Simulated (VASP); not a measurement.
# Rb (Im-3m) in VASP: a series of runs, part 2 of 2

VASP 6.6.1. Earlier steps stand in the parts before.

## 5. Single point, PBE

Contents of INCAR:

```
SYSTEM = Rb
PREC = Accurate
ENCUT = 520
EDIFF = 1E-6
ISMEAR = 1
SIGMA = 0.2
LREAL = .FALSE.
LASPH = .TRUE.
NELM = 60
ALGO = Normal
ISIF = 2
LWAVE = .FALSE.
LCHARG = .TRUE.
GGA = PE
LELF = .TRUE.
LVHAR = .TRUE.
NBANDS = 10
```

Contents of KPOINTS:

```
Automatic mesh
0
G
  8 8 8
  0 0 0
```

Contents of POSCAR:

```
Rb
1.0
   -2.8359049291      2.8359049291      2.8359049291
    2.8359049291     -2.8359049291      2.8359049291
    2.8359049291      2.8359049291     -2.8359049291
Rb
1
Direct
    0.0000000000      0.0000000000      0.0000000000
```

Potentials or basis: VASP PAW PBE potentials, release 64 (Rb_sv).

On the command line:

```bash
$ cat potpaw_PBE.64/Rb_sv/POTCAR > POTCAR
$ mpirun -np 1 vasp_std > vasp.out
```

OUTCAR:

```text
SYSTEM = Rb
   PREC = Accurate
   ENCUT = 520
   EDIFF = 1E-6
   ISMEAR = 1
   LREAL = .FALSE.
   LASPH = .TRUE.
   NELM = 60
   ISIF = 2
   GGA = PE

 ion  position               nearest neighbor table
   1  0.000  0.000  0.000-

  LATTYP: Found a body centered cubic cell.
 ALAT       =     5.6718098582

  Lattice vectors:

 A1 = (  -2.8359049291,   2.8359049291,   2.8359049291)
 A2 = (   2.8359049291,  -2.8359049291,   2.8359049291)
 A3 = (   2.8359049291,   2.8359049291,  -2.8359049291)

Analysis of symmetry for initial positions (statically):
=====================================================================
 Subroutine PRICEL returns:
 Original cell was already a primitive cell.

 Routine SETGRP: Setting up the symmetry group for a
 body centered cubic supercell.

 Subroutine GETGRP returns: Found 48 space group operations
 (whereof 48 operations were pure point group operations)
 out of a pool of 48 trial point group operations.

The static configuration has the point symmetry O_h .

Analysis of symmetry for dynamics (positions and initial velocities):
=====================================================================
 Subroutine PRICEL returns:
 Original cell was already a primitive cell.

 Routine SETGRP: Setting up the symmetry group for a
 body centered cubic supercell.

 Subroutine GETGRP returns: Found 48 space group operations
 (whereof 48 operations were pure point group operations)
 out of a pool of 48 trial point group operations.

The dynamic configuration has the point symmetry O_h .

 Subroutine INISYM returns: Found 48 space group operations
 (whereof 48 operations are pure point group operations),
 and found     1 'primitive' translations

----------------------------------------------------------------------------------------

                                     Primitive cell

  volume of cell :      91.2294

  direct lattice vectors                    reciprocal lattice vectors
    -2.835904929  2.835904929  2.835904929     0.000000000  0.176310565  0.176310565
     2.835904929 -2.835904929  2.835904929     0.176310565  0.000000000  0.176310565
     2.835904929  2.835904929 -2.835904929     0.176310565  0.176310565  0.000000000

  length of vectors
     4.911931423  4.911931423  4.911931423     0.249340792  0.249340792  0.249340792

  position of ions in fractional coordinates (direct lattice)
     0.000000000  0.000000000  0.000000000

  ion indices of the primitive-cell ions
   primitive index   ion index
                 1           1

----------------------------------------------------------------------------------------

 KPOINTS: Automatic mesh

Automatic generation of k-mesh.
 Grid dimensions read from file:
 generate k-points for:    8    8    8

 Generating k-lattice:

  Cartesian coordinates                     Fractional coordinates (reciprocal lattice)
     0.000000000  0.022038821  0.022038821     0.125000000  0.000000000  0.000000000
     0.022038821  0.000000000  0.022038821     0.000000000  0.125000000  0.000000000
     0.022038821  0.022038821  0.000000000     0.000000000  0.000000000  0.125000000

  Length of vectors
     0.031167599  0.031167599  0.031167599

  Shift w.r.t. Gamma in fractional coordinates (k-lattice)
     0.000000000  0.000000000  0.000000000

 Subroutine IBZKPT returns following result:
 ===========================================

 Found     29 irreducible k-points:

 Following reciprocal coordinates:
            Coordinates               Weight
  0.000000  0.000000  0.000000      1.000000
  0.125000  0.000000  0.000000     12.000000
  0.250000  0.000000  0.000000     12.000000
  0.375000  0.000000  0.000000     12.000000
  0.500000  0.000000  0.000000      6.000000
  0.125000  0.125000  0.000000     24.000000
[... 16 lines left out ...]
 -0.250000  0.250000  0.250000      6.000000
 -0.375000  0.375000  0.250000     24.000000
 [... further k-points ...]
   k-points           NKPTS =     29   k-points in BZ     NKDIM =     29   number of bands    NBANDS=     10
   number of dos      NEDOS =    301   number of ions     NIONS =      1
   total plane-waves  NPLWV =  64000
   dimension x,y,z NGX =    40 NGY =   40 NGZ =   40
   dimension x,y,z NGXF=    80 NGYF=   80 NGZF=   80
   ions per type =               1
   NGX,Y,Z   is equivalent  to a cutoff of  13.54, 13.54, 13.54 a.u.
   NGXF,Y,Z  is equivalent  to a cutoff of  27.08, 27.08, 27.08 a.u.
 SYSTEM =  Rb
   PREC   = accura    normal or accurate (medium, high low for compatibility)
   ISTART =      0    job   : 0-new  1-cont  2-samecut
   ICHARG =      2    charge: 1-file 2-atom 10-const
   ISPIN  =      1    spin polarized calculation?
   LNONCOLLINEAR =      F non collinear calculations
   LSORBIT =      F    spin-orbit coupling
   LASPH  =      T    aspherical Exc in radial PAW
   ENCUT  =  520.0 eV  38.22 Ry    6.18 a.u.   9.13  9.13  9.13*2*pi/ulx,y,z
   NELM   =     60;   NELMIN=  2; NELMDL= -5     # of ELM steps
   EDIFF  = 0.1E-05   stopping-criterion for ELM
   LREAL  =      F    real-space projection
   EDIFFG = 0.1E-04   stopping-criterion for IOM
   NSW    =      0    number of steps for IOM
   IBRION =     -1    ionic relax: 0-MD 1-quasi-New 2-CG
   NFREE  =      0    steps in history (QN), initial steepest desc. (CG)
   ISIF   =      2    stress and relaxation
   ISYM   =      2    0-nonsym 1-usesym 2-fastsym
   POTIM  = 0.5000    time-step for ionic-motion
   TEBEG  =    0.0;   TEEND  =   0.0 temperature during run
   PSTRESS=    0.0 pullay stress
   NELECT =       9.0000    total number of electrons
   NUPDOWN=      -1.0000    fix difference up-down
   EMIN   =  10.00;   EMAX   =-10.00  energy-range for DOS
   EFERMI =   0.00;   METHOD = LEGACY
   ISMEAR =     1;   SIGMA  =   0.20  broadening in eV -4-tet -1-fermi 0-gaus
   EFERMI_NEDOS =   21; number of points for ismear=-14 and -15
   IALGO  =     38    algorithm
   IMIX   =      4    mixing-type and parameters
     AMIX     =   0.40;   BMIX     =  1.00
     AMIX_MAG =   1.60;   BMIX_MAG =  1.00
  volume/ion in A,a.u.               =      91.23       615.65
  Fermi-wavevector in a.u.,A,eV,Ry     =   0.756445  1.429474  7.785376  0.572209
  Thomas-Fermi vector in A             =   1.854567
   LORBIT       =      0    0 simple, 1 ext, 2 COOP (PROOUT), +10 PAW based schemes
   GGA     = PE    functional components
   LHFCALC =     F    Hartree Fock is set to
   AEXX    =    0.0000 exact exchange contribution
   IVDW    =     0    specifies the selected vdW correction
   LEPSILON=     F    determine dielectric tensor
   LRPA    =     F    only Hartree local field effects (RPA)
 non-spin polarized calculation
 Methfessel and Paxton  Order N= 1 SIGMA  =   0.20
  energy-cutoff  :      520.00
  volume of cell :       91.23
 maximum number of plane-waves:      2491
 NGX is ok and might be reduce to    40
   NGX = 19   NGY = 19   NGZ = 19

 number of electron       9.0000000 magnetization

 Free energy of the ion-electron system (eV)
  ---------------------------------------------------
  ext. energy  EPLUGINS =         0.00000000
  ---------------------------------------------------
  free energy    TOTEN  =        -0.93152075 eV

  energy without entropy =       -0.92725262  energy(sigma->0) =       -0.93009804

 E-fermi :   0.0236     XC(G=0):  -5.4604

 val. band max:       -0.0135819180   @ k =   0.2500   0.2500   0.0000
 cond. band min:       0.0852233757   @ k =   0.3750   0.1250  -0.0000
 fundamental gap:      0.0988052937
 Fermi energy:         0.0235858789

 k-point     1 :       0.0000    0.0000    0.0000
  band No.  band energies     occupation
      1     -28.8976      2.00000
      2     -12.9401      2.00000
      3     -12.9401      2.00000
      4     -12.9401      2.00000
      5      -1.9624      2.00000
      6       3.6825     -0.00000
      7       3.6825     -0.00000
      8       3.6825     -0.00000
      9       4.6147      0.00000
     10       4.6147      0.00000
[... 287 lines left out ...]
 k-point    24 :      -0.3750    0.3750    0.2500
  band No.  band energies     occupation
      1     -28.8924      2.00000
      2     -13.0108      2.00000
      3     -12.9851      2.00000
      4     -12.9755      2.00000
      5       0.1187      0.28695
      6       1.6972     -0.00000
      7       2.9218     -0.00000
      8       2.9604     -0.00000
      9       4.0052     -0.00000
     10       5.1566      0.00000

 [... further k-points ...]

------------------------ aborting loop because EDIFF is reached ----------------------------------------

  FORCE on cell =-STRESS in cart. coord.  units (eV):
  Direction    XX          YY          ZZ          XY          YZ          ZX
  --------------------------------------------------------------------------------------
  -------------------------------------------------------------------------------------
  Total        0.0033996      0.0033996      0.0033996     -0.0000000     -0.0000000      0.0000000
  in kB        0.0597035      0.0597035      0.0597035     -0.0000000     -0.0000000      0.0000000
  external PRESSURE =       0.0597035 kB  Pullay stress =       0.0000000 kB

 VOLUME and BASIS-vectors are now :
 -----------------------------------------------------------------------------
  energy-cutoff  :      520.00
  volume of cell :       91.23
      direct lattice vectors                 reciprocal lattice vectors
    -2.835904929  2.835904929  2.835904929     0.000000000  0.176310565  0.176310565
     2.835904929 -2.835904929  2.835904929     0.176310565  0.000000000  0.176310565
     2.835904929  2.835904929 -2.835904929     0.176310565  0.176310565  0.000000000

 POSITION                                       TOTAL-FORCE (eV/Angst)
 -----------------------------------------------------------------------------------
      0.00000      0.00000      0.00000         0.000000      0.000000      0.000000
 -----------------------------------------------------------------------------------
    total drift:                               -0.000000      0.000000     -0.000000

  FREE ENERGIE OF THE ION-ELECTRON SYSTEM (eV)
  ---------------------------------------------------
  free  energy   TOTEN  =        -0.9315207544 eV

  energy  without entropy=       -0.9272526237  energy(sigma->0) =       -0.93009804
```

OSZICAR:

```text
N       E                     dE             d eps       ncg     rms          rms(c)
DAV:   1     0.435391799587E+02    0.43539E+02   -0.32908E+03   580   0.656E+02
DAV:   2     0.201635712179E+01   -0.41523E+02   -0.40736E+02   632   0.127E+02
DAV:   3    -0.762530789943E+00   -0.27789E+01   -0.27748E+01   756   0.330E+01
DAV:   4    -0.927954014137E+00   -0.16542E+00   -0.16525E+00   826   0.673E+00
DAV:   5    -0.929900575670E+00   -0.19466E-02   -0.19465E-02   766   0.808E-01    0.123E+00
DAV:   6    -0.930468764364E+00   -0.56819E-03   -0.20620E-03   818   0.257E-01    0.739E-01
DAV:   7    -0.931389684698E+00   -0.92092E-03   -0.30411E-03   668   0.318E-01    0.472E-02
DAV:   8    -0.931504342890E+00   -0.11466E-03   -0.10225E-04   692   0.758E-02    0.230E-02
DAV:   9    -0.931520996694E+00   -0.16654E-04   -0.18440E-05   734   0.331E-02    0.521E-03
DAV:  10    -0.931520754381E+00    0.24231E-06   -0.41400E-06   808   0.117E-02
   1 F= -.93152075E+00 E0= -.93009804E+00  d E =-.426813E-02
```

stdout:

```text
POSCAR found type information on POSCAR Rb
 POSCAR found :  1 types and       1 ions
 scaLAPACK will be used
 LDA part: xc-table for (Slater+PW92), standard interpolation
 POSCAR, INCAR and KPOINTS ok, starting setup
 FFT: planning ... GRIDC
 FFT: planning ... GRID_SOFT
 FFT: planning ... GRID
 WAVECAR not read
 entering main loop
```

It took 29 s on 1 thread of Intel Xeon 8259CL, shared host; peak memory 0.24 GiB.

What came out:

```yaml
Free_energy: -0.9315 eV
Pressure: 0.0 GPa
Band_gap_on_the_k_mesh: zero (an odd number of electrons rules out a gap without spin polarisation)
```

Levels at points of the mesh, in eV from the Fermi level:
```tsv
k point	band 1	band 2	band 3	band 4	band 5	band 6	band 7	band 8
(0.00, 0.00, 0.00)	-28.92	-12.96	-12.96	-12.96	-1.99	3.66	3.66	3.66
(0.50, 0.00, 0.00)	-28.92	-13.06	-13.00	-12.96	0.22	0.76	2.57	4.23
(0.50, 0.50, 0.50)	-28.91	-13.03	-13.03	-13.03	1.24	1.24	3.23	3.23
```

## 6. Single point, PBE

Contents of INCAR:

```
SYSTEM = Rb
  PREC = Accurate
  ENCUT = 520
  EDIFF = 1E-7
  ISMEAR = 1
  SIGMA = 0.3
  LREAL = .False.
  LASPH = .True.
  NELM = 80
  ALGO = Normal
  ISIF = 2
  LWAVE = .False.
  LCHARG = .True.
  GGA = PE
  LELF = .True.
  LVHAR = .True.
  NBANDS = 10
```

Contents of KPOINTS:

```
Automatic mesh
0
Gamma
  8 8 8
  0 0 0
```

POSCAR is that of step 5.

Potentials or basis: VASP PAW PBE potentials, release 64 (Rb_sv).

On the command line:

```bash
$ cat potpaw_PBE.64/Rb_sv/POTCAR > POTCAR
$ mpirun -np 1 vasp_std > vasp.out
```

Run time: 34 s. Hardware: 1 thread of Intel Xeon 8259CL, shared host; peak memory 0.23 GiB.

It converged, with:

| Item | Value |
| --- | --- |
| Free energy | -0.9334 eV |
| Pressure | 0.0 GPa |
| Band gap on the k mesh | zero (an odd number of electrons rules out a gap without spin polarisation) |

Levels at points of the mesh, in eV from the Fermi level:
```tsv
k point	band 1	band 2	band 3	band 4	band 5	band 6	band 7	band 8
(0.00, 0.00, 0.00)	-28.91	-12.95	-12.95	-12.95	-1.98	3.67	3.67	3.67
(0.50, 0.00, 0.00)	-28.91	-13.05	-12.99	-12.95	0.23	0.77	2.58	4.24
(0.50, 0.50, 0.50)	-28.90	-13.02	-13.02	-13.02	1.25	1.25	3.24	3.24
```

Caveat: so wide a smearing shifts energies and pressures.

## 7. Overview

| smearing | gap on the mesh (eV) | pressure (GPa) |
| --- | --- | --- |
| methfessel-paxton 1 eV | none | 0.0 |
| methfessel-paxton 0.01 eV | none | 0.0 |
| methfessel-paxton 0.1 eV | none | 0.0 |
| methfessel-paxton 0.2 eV | none | 0.0 |
| methfessel-paxton 0.3 eV | none | 0.0 |

Alike in all rows: task single point; level PBE; potentials or basis VASP PAW PBE potentials, release 64 (Rb_sv); no spin polarisation; cell as given; k mesh 8 × 8 × 8; cutoff (eV) 520.

Caveats: so wide a smearing shifts energies and pressures (at least some runs).

Absolute energies hang on the potentials; compare differences alone.
